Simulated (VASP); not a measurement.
# Ti (Fm-3m) in VASP: further runs, part 2 of 2

VASP 6.6.1. The steps go on from the part before.

### 3 Single point, LDA

This run uses another cell than the first one, of 13.35 Å³/atom, 0.950 times its volume.

File INCAR:

```
SYSTEM = Ti
PREC = Accurate
ENCUT = 500
EDIFF = 1E-6
ISMEAR = 1
SIGMA = 0.1
LREAL = .False.
LASPH = .True.
NELM = 120
ALGO = Normal
ISIF = 2
LWAVE = .False.
LCHARG = .False.
GGA = CA
NBANDS = 12
GGA_COMPAT = .False.
```

File KPOINTS:

```
regular mesh
0
Gamma
  9 9 9
  0 0 0
```

File POSCAR:

```
Ti
1.0
    2.6629967293      0.0000000000      0.0000000000
    1.3314983646      2.3062228177      0.0000000000
    1.3314983646      0.7687409392      2.1743277245
Ti
1
Direct
    0.0000000000      0.0000000000      0.0000000000
```

Potentials or basis: VASP PAW LDA potentials, release 64 (Ti_sv).

The run is started by

```sh
$ cat potpaw_LDA.64/Ti_sv/POTCAR > POTCAR
$ mpirun -np 1 vasp_std > vasp.out
```

OUTCAR:

```text
SYSTEM = Ti
   PREC = Accurate
   ENCUT = 500
   EDIFF = 1E-6
   ISMEAR = 1
   LREAL = .False.
   LASPH = .True.
   NELM = 120
   ISIF = 2
   GGA = CA

 ion  position               nearest neighbor table
   1  0.000  0.000  0.000-

  LATTYP: Found a face centered cubic cell.
 ALAT       =     3.7660460910

  Lattice vectors:

 A1 = (   2.6629967293,   0.0000000000,   0.0000000000)
 A2 = (   1.3314983646,   2.3062228177,   0.0000000000)
 A3 = (   1.3314983646,   0.7687409392,   2.1743277245)

Analysis of symmetry for initial positions (statically):
=====================================================================
 Subroutine PRICEL returns:
 Original cell was already a primitive cell.

 Routine SETGRP: Setting up the symmetry group for a
 face centered cubic supercell.

 Subroutine GETGRP returns: Found 48 space group operations
 (whereof 48 operations were pure point group operations)
 out of a pool of 48 trial point group operations.

The static configuration has the point symmetry O_h .

Analysis of symmetry for dynamics (positions and initial velocities):
=====================================================================
 Subroutine PRICEL returns:
 Original cell was already a primitive cell.

 Routine SETGRP: Setting up the symmetry group for a
 face centered cubic supercell.

 Subroutine GETGRP returns: Found 48 space group operations
 (whereof 48 operations were pure point group operations)
 out of a pool of 48 trial point group operations.

The dynamic configuration has the point symmetry O_h .

 Subroutine INISYM returns: Found 48 space group operations
 (whereof 48 operations are pure point group operations),
 and found     1 'primitive' translations

----------------------------------------------------------------------------------------

                                     Primitive cell

  volume of cell :      13.3536

  direct lattice vectors                    reciprocal lattice vectors
     2.662996729  0.000000000  0.000000000     0.375516796 -0.216804723 -0.153304090
     1.331498365  2.306222818  0.000000000     0.000000000  0.433609447 -0.153304090
     1.331498365  0.768740939  2.174327724     0.000000000  0.000000000  0.459912270

  length of vectors
     2.662996729  2.662996729  2.662996729     0.459912270  0.459912270  0.459912270

  position of ions in fractional coordinates (direct lattice)
     0.000000000  0.000000000  0.000000000

  ion indices of the primitive-cell ions
   primitive index   ion index
                 1           1

----------------------------------------------------------------------------------------

 KPOINTS: regular mesh

Automatic generation of k-mesh.
 Grid dimensions read from file:
 generate k-points for:    9    9    9

 Generating k-lattice:

  Cartesian coordinates                     Fractional coordinates (reciprocal lattice)
     0.041724088 -0.024089414 -0.017033788     0.111111111 -0.000000000 -0.000000000
     0.000000000  0.048178827 -0.017033788     0.000000000  0.111111111  0.000000000
     0.000000000  0.000000000  0.051101363     0.000000000  0.000000000  0.111111111

  Length of vectors
     0.051101363  0.051101363  0.051101363

  Shift w.r.t. Gamma in fractional coordinates (k-lattice)
     0.000000000  0.000000000  0.000000000

 Subroutine IBZKPT returns following result:
 ===========================================

 Found     35 irreducible k-points:

 Following reciprocal coordinates:
            Coordinates               Weight
  0.000000  0.000000  0.000000      1.000000
  0.111111  0.000000 -0.000000      8.000000
  0.222222  0.000000 -0.000000      8.000000
  0.333333  0.000000 -0.000000      8.000000
  0.444444  0.000000 -0.000000      8.000000
  0.111111  0.111111 -0.000000      6.000000
[... 16 lines left out ...]
 -0.333333  0.333333  0.000000     12.000000
  0.444444  0.444444 -0.000000      6.000000
 [... further k-points ...]
   k-points           NKPTS =     35   k-points in BZ     NKDIM =     35   number of bands    NBANDS=     12
   number of dos      NEDOS =    301   number of ions     NIONS =      1
   total plane-waves  NPLWV =   8000
   dimension x,y,z NGX =    20 NGY =   20 NGZ =   20
   dimension x,y,z NGXF=    40 NGYF=   40 NGZF=   40
   ions per type =               1
   NGX,Y,Z   is equivalent  to a cutoff of  12.49, 12.49, 12.49 a.u.
   NGXF,Y,Z  is equivalent  to a cutoff of  24.97, 24.97, 24.97 a.u.
 SYSTEM =  Ti
   PREC   = accura    normal or accurate (medium, high low for compatibility)
   ISTART =      0    job   : 0-new  1-cont  2-samecut
   ICHARG =      2    charge: 1-file 2-atom 10-const
   ISPIN  =      1    spin polarized calculation?
   LNONCOLLINEAR =      F non collinear calculations
   LSORBIT =      F    spin-orbit coupling
   LASPH  =      T    aspherical Exc in radial PAW
   ENCUT  =  500.0 eV  36.75 Ry    6.06 a.u.   4.86  4.86  4.86*2*pi/ulx,y,z
   NELM   =    120;   NELMIN=  2; NELMDL= -5     # of ELM steps
   EDIFF  = 0.1E-05   stopping-criterion for ELM
   LREAL  =      F    real-space projection
   EDIFFG = 0.1E-04   stopping-criterion for IOM
   NSW    =      0    number of steps for IOM
   IBRION =     -1    ionic relax: 0-MD 1-quasi-New 2-CG
   NFREE  =      0    steps in history (QN), initial steepest desc. (CG)
   ISIF   =      2    stress and relaxation
   ISYM   =      2    0-nonsym 1-usesym 2-fastsym
   POTIM  = 0.5000    time-step for ionic-motion
   TEBEG  =    0.0;   TEEND  =   0.0 temperature during run
   PSTRESS=    0.0 pullay stress
   NELECT =      12.0000    total number of electrons
   NUPDOWN=      -1.0000    fix difference up-down
   EMIN   =  10.00;   EMAX   =-10.00  energy-range for DOS
   EFERMI =   0.00;   METHOD = LEGACY
   ISMEAR =     1;   SIGMA  =   0.10  broadening in eV -4-tet -1-fermi 0-gaus
   EFERMI_NEDOS =   21; number of points for ismear=-14 and -15
   IALGO  =     38    algorithm
   IMIX   =      4    mixing-type and parameters
     AMIX     =   0.40;   BMIX     =  1.00
     AMIX_MAG =   1.60;   BMIX_MAG =  1.00
  volume/ion in A,a.u.               =      13.35        90.11
  Fermi-wavevector in a.u.,A,eV,Ry     =   1.579803  2.985395 33.957116  2.495778
  Thomas-Fermi vector in A             =   2.680127
   LORBIT       =      0    0 simple, 1 ext, 2 COOP (PROOUT), +10 PAW based schemes
   GGA     = CA    functional components
   LHFCALC =     F    Hartree Fock is set to
   AEXX    =    0.0000 exact exchange contribution
   IVDW    =     0    specifies the selected vdW correction
   LEPSILON=     F    determine dielectric tensor
   LRPA    =     F    only Hartree local field effects (RPA)
 non-spin polarized calculation
 Methfessel and Paxton  Order N= 1 SIGMA  =   0.10
  energy-cutoff  :      500.00
  volume of cell :       13.35
 maximum number of plane-waves:       347
   NGX =  9   NGY =  9   NGZ =  9

 number of electron      12.0000005 magnetization

 Free energy of the ion-electron system (eV)
  ---------------------------------------------------
  ext. energy  EPLUGINS =         0.00000000
  ---------------------------------------------------
  free energy    TOTEN  =        -8.27211838 eV

  energy without entropy =       -8.26929057  energy(sigma->0) =       -8.27117578

 E-fermi :  11.1754     XC(G=0): -13.0993

 val. band max:       11.1739898587   @ k =   0.2222   0.0000  -0.0000
 cond. band min:      11.1795013766   @ k =  -0.3333   0.3333   0.1111
 fundamental gap:      0.0055115179
 Fermi energy:        11.1753901019

 k-point     1 :       0.0000    0.0000    0.0000
  band No.  band energies     occupation
      1     -44.6192      2.00000
      2     -20.3504      2.00000
      3     -20.3504      2.00000
      4     -20.3504      2.00000
      5       4.6156      2.00000
      6      12.0406     -0.00000
      7      12.0406     -0.00000
      8      12.0406     -0.00000
      9      14.3395      0.00000
     10      14.3395      0.00000
     11      27.8942      0.00000
     12      33.6534      0.00000

 k-point     2 :       0.1111    0.0000   -0.0000
  band No.  band energies     occupation
      1     -44.5783      2.00000
      2     -20.5437      2.00000
      3     -20.3728      2.00000
      4     -20.3728      2.00000
      5       5.1247      2.00000
      6      11.7200     -0.00000
      7      12.2257     -0.00000
      8      12.2257     -0.00000
      9      14.2167      0.00000
     10      14.2167      0.00000
     11      28.4995      0.00000
     12      31.1497      0.00000
[... 316 lines left out ...]
 k-point    24 :       0.4444    0.4444   -0.0000
  band No.  band energies     occupation
      1     -44.1580      2.00000
      2     -21.7520      2.00000
      3     -20.8655      2.00000
      4     -20.8655      2.00000
      5       7.5002      2.00000
      6       8.5565      2.00000
      7      15.1488      0.00000
      8      15.8336      0.00000
      9      16.1172      0.00000
     10      16.1172      0.00000
     11      25.9981      0.00000
     12      25.9981      0.00000

 [... further k-points ...]
[... 5 lines left out ...]
  --------------------------------------------------------------------------------------
  -------------------------------------------------------------------------------------
  Total        2.4650669      2.4650669      2.4650669     -0.0000000     -0.0000000     -0.0000000
  in kB      295.7620065    295.7620065    295.7620065     -0.0000000     -0.0000000     -0.0000000
  external PRESSURE =     295.7620065 kB  Pullay stress =       0.0000000 kB

 VOLUME and BASIS-vectors are now :
 -----------------------------------------------------------------------------
  energy-cutoff  :      500.00
  volume of cell :       13.35
      direct lattice vectors                 reciprocal lattice vectors
     2.662996729  0.000000000  0.000000000     0.375516796 -0.216804723 -0.153304090
     1.331498365  2.306222818  0.000000000     0.000000000  0.433609447 -0.153304090
     1.331498365  0.768740939  2.174327724     0.000000000  0.000000000  0.459912270

 POSITION                                       TOTAL-FORCE (eV/Angst)
 -----------------------------------------------------------------------------------
      0.00000      0.00000      0.00000         0.000000     -0.000000      0.000000
 -----------------------------------------------------------------------------------
    total drift:                               -0.000000     -0.000000     -0.000000

  FREE ENERGIE OF THE ION-ELECTRON SYSTEM (eV)
  ---------------------------------------------------
  free  energy   TOTEN  =        -8.2721183776 eV

  energy  without entropy=       -8.2692905738  energy(sigma->0) =       -8.27117578
```

stdout:

```text
POSCAR found type information on POSCAR Ti
 POSCAR found :  1 types and       1 ions
 scaLAPACK will be used
 LDA part: xc-table for (Slater(with rela. corr.)+CA(PZ))
 , standard interpolation
 POSCAR, INCAR and KPOINTS ok, starting setup
 FFT: planning ... GRIDC
 FFT: planning ... GRID_SOFT
 FFT: planning ... GRID
 WAVECAR not read
 entering main loop
```

Run time: 12 s. Hardware: 1 thread of AMD EPYC 7R13, shared host; peak memory 0.09 GiB.

Results:

- Free energy: -8.2721 eV
- Pressure: 29.6 GPa
- Band gap on the k mesh: zero (band 6 reaches 12.04 eV, above the bottom of band 7 at 10.41 eV)

Levels at points of the mesh, in eV from the Fermi level:
| k point | band 3 | band 4 | band 5 | band 6 | band 7 | band 8 | band 9 | band 10 |
| --- | --- | --- | --- | --- | --- | --- | --- | --- |
| (0.00, 0.00, 0.00) | -31.53 | -31.53 | -6.56 | 0.87 | 0.87 | 0.87 | 3.16 | 3.16 |
